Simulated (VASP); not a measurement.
Write the native input for VASP 6.6.1 that does the following.

```yaml
Task: relaxation of cell and atoms
Functional: PBE
Potentials_or_basis: VASP PAW PBE potentials, release 64 (Ag, Sn_d)
Cutoff: 600 eV
k_mesh: 4 × 4 × 4
Occupations: gaussian, width 0.1 eV
Spin: no spin polarisation
Dipole_correction: no
Further_INCAR_settings: ALGO = Normal; EDIFF = 1e-07; IBRION = 2; EDIFFG = -0.04; NSW = 90; ISIF = 3
```

The structure of Ag4Sn lies in POSCAR:

```
Ag4Sn
1.0
    4.9941769000      0.0000000000      0.0000000000
    0.0000000000      4.9941769000      0.0000000000
    0.0000000000      0.0000000000      4.9941769000
Ag Sn
4 1
Direct
    0.5000000000      0.0000000000      0.0000000000
    0.0000000000      0.5000000000      0.0000000000
    0.0000000000      0.0000000000      0.5000000000
    0.5000000000      0.5000000000      0.5000000000
    0.0000000000      0.0000000000      0.0000000000
```

The cell was generated, and may not be a known phase.

These files were run (other wordings do the same):

INCAR

```
SYSTEM = Ag4Sn
ALGO = Normal
EDIFF = 1E-7
EDIFFG = -0.04
ENCUT = 600
GGA = PE
IBRION = 2
ISIF = 3
ISMEAR = 0
LASPH = .True.
LCHARG = .False.
LREAL = .False.
LWAVE = .False.
NELM = 100
NSW = 90
PREC = Accurate
SIGMA = 0.1
```

KPOINTS

```
k-points
0
Gamma
  4 4 4
  0 0 0
```

Potentials or basis: VASP PAW PBE potentials, release 64 (Ag, Sn_d).

Launch:

```bash
$ cat potpaw_PBE.64/Ag/POTCAR potpaw_PBE.64/Sn_d/POTCAR > POTCAR
$ mpirun -np 1 vasp_std > vasp.out
```

It gave:

```json
{
  "Relaxed volume": "28.00 Å³/atom",
  "Relaxed cell": "a = 5.192 Å, b = 5.192 Å, c = 5.192 Å, α = 90.00°, β = 90.00°, γ = 90.00°",
  "Space group after relaxing (to 0.1 Å)": "Pm-3m (No. 221)",
  "Energy gained by relaxing": "50.9 meV/atom",
  "Ionic steps": "3",
  "Pressure after relaxing": "0.0 GPa",
  "Band gap on the k mesh": "zero (bands 29 and 30 overlap by 0.80 eV)"
}
```

Caveat: spin-orbit coupling is left out, which moves the levels of the heavy elements.

Wall time 57 s on 1 thread of Intel(R) Xeon(R) 6975P-C (Granite Rapids) (shared host), peak memory 0.26 GiB.
